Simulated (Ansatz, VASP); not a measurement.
**Two plane-wave programs on CdS**

```
Cd S
1.0
     0.00000    2.72678    2.72678
     2.72678    0.00000    2.72678
     2.72678    2.72678    0.00000
Cd S
1 1
Direct
  0.00000 0.00000 0.00000
  0.50000 0.50000 0.50000
```

Alike in both runs: task single point; functional PBE-based screened hybrid; k mesh 4 × 4 × 4; no spin polarisation.

|  | VASP | Ansatz |
| --- | --- | --- |
| version | VASP 6.6.1 | Ansatz 0.2.0 |
| potentials or method | VASP PAW PBE potentials, release 64 (Cd, S) | plane waves |
| plane-wave cutoff (eV) | 520 | 420 |
| occupations | gaussian, width 0.01 eV | fixed |
| valence electrons in the cell | 18 | 26 |

VASP gave:

* gap on the k mesh at the Fermi level (eV): 1.96
* pressure (GPa): -0.2

**Question.** Estimate Ansatz's values.

**Answer.** gap on the k mesh at the Fermi level (eV): 2.00; pressure (GPa): -0.6.

VASP's potentials were made for PBE, not for PBE-based screened hybrid. VASP's potentials hold 18 valence electrons a cell and Ansatz's 26, so a difference there can come from the potentials and not from the codes. Ansatz's warnings: stress exchange threshold loose, stress scf threshold loose.

The k mesh is coarse, so the values compare programs but aren't converged.
